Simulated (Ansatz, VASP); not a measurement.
## Ti in VASP and in Ansatz

INCAR

```
SYSTEM = Ti
PREC = Accurate
ENCUT = 520
EDIFF = 1E-6
ISMEAR = -1
SIGMA = 0.1
LREAL = .FALSE.
LASPH = .TRUE.
NELM = 60
ALGO = Normal
ISIF = 2
LWAVE = .FALSE.
LCHARG = .FALSE.
GGA = PE
NBANDS = 12
```

KPOINTS

```
Automatic mesh
0
G
  16 16 16
  0 0 0
```

Contents of POSCAR:

```
Ti
1.0
   -1.6022068752      1.6022068752      1.6022068752
    1.6022068752     -1.6022068752      1.6022068752
    1.6022068752      1.6022068752     -1.6022068752
Ti
1
Direct
    0.0000000000      0.0000000000      0.0000000000
```

Input for Ansatz:

```yaml
crystal:
  lattice:
    - [-1.6022068752, 1.6022068752, 1.6022068752]
    - [1.6022068752, -1.6022068752, 1.6022068752]
    - [1.6022068752, 1.6022068752, -1.6022068752]
  atoms:
    - { symbol: Ti, position: [0.0, 0.0, 0.0] }
kpoints:
  mp_grid: { grid: [16, 16, 16] }
scf:
  occupations: { method: fermi_dirac, width: 0.1 }
hamiltonian:
  xc: pbe
  pseudopotentials: { kind: all_electron, lapw: { basis_error: 0.001 } }
output:
  forces: true
  stress: true
  eigenvalues: true
  populations: true
```

Change from the starting cell: volume scaled by 0.95, LAPW.

Alike in both runs: task single point; functional PBE; k mesh 16 × 16 × 16; occupations fermi-dirac, width 0.1 eV; no spin polarisation.

```csv
,VASP,Ansatz
version,VASP 6.6.1,Ansatz 0.2.0
potentials or method,"VASP PAW PBE potentials, release 64 (Ti_sv), cutoff 520 eV","all-electron LAPW, scalar-relativistic"
```

Ansatz gave:

- pressure (GPa): 5.8

Problem. Which values does VASP return?

Solution. Pressure (GPa): 5.5.

Ansatz ran all-electron here, and VASP with PAW potentials.
